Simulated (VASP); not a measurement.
Wanted: the native input for a VASP 6.6.1 run.

```
Task                   : single point
Functional             : PBE
Potentials or basis    : VASP PAW PBE potentials, release 64 (N, Ga_d)
Cutoff                 : 640 eV
k mesh                 : 9 × 9 × 1
Occupations            : gaussian, width 0.05 eV
Spin                   : no spin polarisation
Dipole correction      : yes
Second try             : not_converged
Further INCAR settings : ALGO = Normal; EDIFF = 1e-06; NBANDS = 76; AMIX = 0.1; BMIX = 0.0001; NELMDL = -8
```

The structure of GaN lies in POSCAR:

```
GaN
1.0
    3.2162589223      0.0000000000      0.0000000000
   -1.6081294611      2.7853619318      0.0000000000
    0.0000000000      0.0000000000     31.4129025838
N Ga
7 7
Direct
    0.0000000000      0.0000000000      0.2387553961
    0.3333333333      0.6666666667      0.3223536694
    0.6666666667      0.3333333333      0.4059519426
    0.0000000000      0.0000000000      0.4895502158
    0.3333333333      0.6666666667      0.5731484891
    0.6666666667      0.3333333333      0.6567467623
    0.0000000000      0.0000000000      0.7403450356
    0.3333333333      0.6666666667      0.2596549644
    0.6666666667      0.3333333333      0.3432532377
    0.0000000000      0.0000000000      0.4268515109
    0.3333333333      0.6666666667      0.5104497842
    0.6666666667      0.3333333333      0.5940480574
    0.0000000000      0.0000000000      0.6776463306
    0.3333333333      0.6666666667      0.7612446039
```

This cell differs from its parent crystal: atoms taken out.

The input as run:

INCAR

```
  PREC = Accurate
  ENCUT = 640
  EDIFF = 1E-6
  ISMEAR = 0
  SIGMA = 0.05
  LREAL = F
  LASPH = T
  NELM = 300
  ALGO = Normal
  ISIF = 2
  LWAVE = F
  LCHARG = F
  LDIPOL = T
  IDIPOL = 3
  DIPOL = 0.5 0.5 0.500
  GGA = PE
  NBANDS = 76
  GGA_COMPAT = F
  NELMDL = -8
  AMIX = 0.1
  BMIX = 1E-4
  AMIX_MAG = 0.4
  BMIX_MAG = 1E-4
  KPAR = 4
```

KPOINTS

```
regular mesh
0
Gamma
  9 9 1
```

Potentials or basis: VASP PAW PBE potentials, release 64 (N, Ga_d).

Run with:

```bash
$ cat potpaw_PBE.64/N/POTCAR potpaw_PBE.64/Ga_d/POTCAR > POTCAR
$ mpirun -np 4 vasp_std > vasp.out
```

Results of the run:

```
Largest force          : 1.953 eV/Å
Band gap on the k mesh : zero (bands 63 and 64 overlap by 0.43 eV)
```

Caveat: the cell differs from its parent crystal (atoms taken out).

Wall time 11 min on 4 MPI ranks on Intel(R) Xeon(R) 6975P-C (Granite Rapids), on a shared host, peak memory 0.64 GiB a rank.
